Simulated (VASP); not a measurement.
The system is LiCl.

```
Li Cl
1.0
     0.00000    2.55603    2.55603
     2.55603    0.00000    2.55603
     2.55603    2.55603    0.00000
Li Cl
1 1
Direct
  0.00000 0.00000 0.00000
  0.50000 0.50000 0.50000
```

Base run:

| Item | Value |
| --- | --- |
| Program | VASP 6.6.1 |
| Functional | PBE |
| Potentials or basis | VASP PAW PBE potentials, release 64 (Li_sv, Cl) |
| Cutoff | 520 eV |
| k mesh | 6 × 6 × 6 |
| Occupations | gaussian, width 0.01 eV |
| Spin | no spin polarisation |

Its results: band gap on the k mesh 6.40 eV, direct.

Question: The run is repeated on the same cell with these changes: functional from PBE to r2SCAN; further incar settings from ALGO = Normal; EDIFF = 1e-07; NBANDS = 12 to ALGO = Normal; EDIFF = 1e-06; NBANDS = 12. What comes out?

Answer: Band gap on the k mesh 7.36 eV, direct.

A k mesh can miss the band edges.
